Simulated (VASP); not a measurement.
Wanted: the native input for a VASP 6.6.1 run.

| Item | Value |
| --- | --- |
| Task | single point |
| Functional | PBE |
| Potentials or basis | VASP PAW PBE potentials, release 64 (Li_sv) |
| Cutoff | 520 eV |
| k mesh | 10 × 10 × 10 |
| Occupations | gaussian, width 0.1 eV |
| Spin | no spin polarisation |
| Dipole correction | no |
| Further INCAR settings | ALGO = Normal; EDIFF = 1e-06; NBANDS = 14 |

The structure of Li lies in POSCAR:

```
Li
1.0
    4.6185419152      0.0000000000      0.0000000000
    0.0000000000      4.6185419152      0.0000000000
    0.0000000000      0.0000000000      4.6185419152
Li
4
Direct
    0.8875292303      0.1124707697      0.6124707697
    0.3875292303      0.3875292303      0.3875292303
    0.1124707697      0.6124707697      0.8875292303
    0.6124707697      0.8875292303      0.1124707697
```

This cell differs from its parent crystal: strained.

The input as run:

INCAR

```
  PREC = Accurate
  ENCUT = 520
  EDIFF = 1E-6
  ISMEAR = 0
  SIGMA = 0.1
  LREAL = F
  LASPH = T
  NELM = 100
  ALGO = Normal
  ISIF = 2
  LWAVE = F
  LCHARG = T
  GGA = PE
  LELF = T
  LVHAR = T
  NBANDS = 14
```

KPOINTS

```
regular mesh
0
Gamma
  10 10 10
```

Potentials or basis: VASP PAW PBE potentials, release 64 (Li_sv).

Launch:

```sh
$ cat potpaw_PBE.64/Li_sv/POTCAR > POTCAR
$ mpirun -np 1 vasp_std > vasp.out
```

It gave:

| Item | Value |
| --- | --- |
| Largest force | 0.122 eV/Å |
| Band gap on the k mesh | zero (band 6 reaches 2.10 eV, above the bottom of band 7 at -0.07 eV) |

Caveat: the cell differs from its parent crystal (strained).

It took 76 s on 1 thread of AMD EPYC 9R45 (Zen 5), on a shared host, peak memory 0.19 GiB.
